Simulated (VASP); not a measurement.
Here is a VASP 6.6.1 calculation.

File INCAR:

```
SYSTEM = Mo
ALGO     = Normal         ! electronic algorithm
EDIFF    = 1E-6           ! SCF threshold, eV
ENCUT    = 520            ! plane-wave cutoff, eV
GGA      = PE             ! functional
ISIF     = 2              ! what is computed and relaxed
ISMEAR   = -1             ! smearing method
LASPH    = .TRUE.         ! aspherical terms in the spheres
LCHARG   = .FALSE.        ! write CHGCAR
LREAL    = .FALSE.        ! projectors in reciprocal space
LWAVE    = .FALSE.        ! write WAVECAR
NBANDS   = 28             ! bands
NELM     = 60             ! most SCF steps
PREC     = Accurate       ! precision mode
SIGMA    = 0.1            ! smearing width, eV
```

File KPOINTS:

```
k-points
0
G
  8 8 11
  0 0 0
```

Contents of POSCAR:

```
Mo
1.0
    4.6685867923      0.0000000000      0.0000000000
   -2.3342933962      4.0431147619      0.0000000000
    0.0000000000      0.0000000000      2.5629692001
Mo
3
Direct
    0.0000000000      0.0000000000      1.0000000000
    0.3333333333      0.6666666667      0.5000000000
    0.6666666667      0.3333333333      0.5000000000
```

Potentials or basis: VASP PAW PBE potentials, release 64 (Mo_sv).

Command:

```console
$ cat potpaw_PBE.64/Mo_sv/POTCAR > POTCAR
$ mpirun -np 1 vasp_std > vasp.out
```

Task: What does it give for the band gap on the k mesh?

Result: Zero (bands 21 and 22 overlap by 1.33 eV).

Task: What does it give for the pressure?

Result: 0.5 GPa.

Stress tensor (GPa, compression positive):
```
0.43 0.00 0.00
0.00 0.43 0.00
0.00 0.00 0.64
```
